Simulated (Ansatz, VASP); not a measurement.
B: VASP beside Ansatz

```
CELL_PARAMETERS angstrom
1.33328 0.76977 1.08871
-1.33328 0.76977 1.08871
0.00000 -1.53954 1.08871
ATOMIC_POSITIONS crystal
B 0.50000 0.50000 0.50000
```

Alike in both runs: functional r2SCAN; k mesh 30 × 30 × 30; occupations gaussian, width 0.1 eV; no spin polarisation.

Ansatz relaxed the structure, and its values are those at the end. VASP's run is a single point on that final structure, the one shown.

```csv
,VASP,Ansatz
version,VASP 6.6.1,Ansatz 0.2.0
potentials or method,"VASP PAW PBE potentials, release 64 (B), cutoff 520 eV","scalar-relativistic, plane waves, PAW"
valence electrons in the cell,3,3
```

```csv
,VASP,Ansatz,Ansatz less VASP
gap on the k mesh at the Fermi level (eV),none,none,-
pressure (GPa),0.0,0.0,+0.04
```

VASP's potentials were made for PBE, not for r2SCAN. A gap of «none» marks a metal or a gap that the smearing closes.
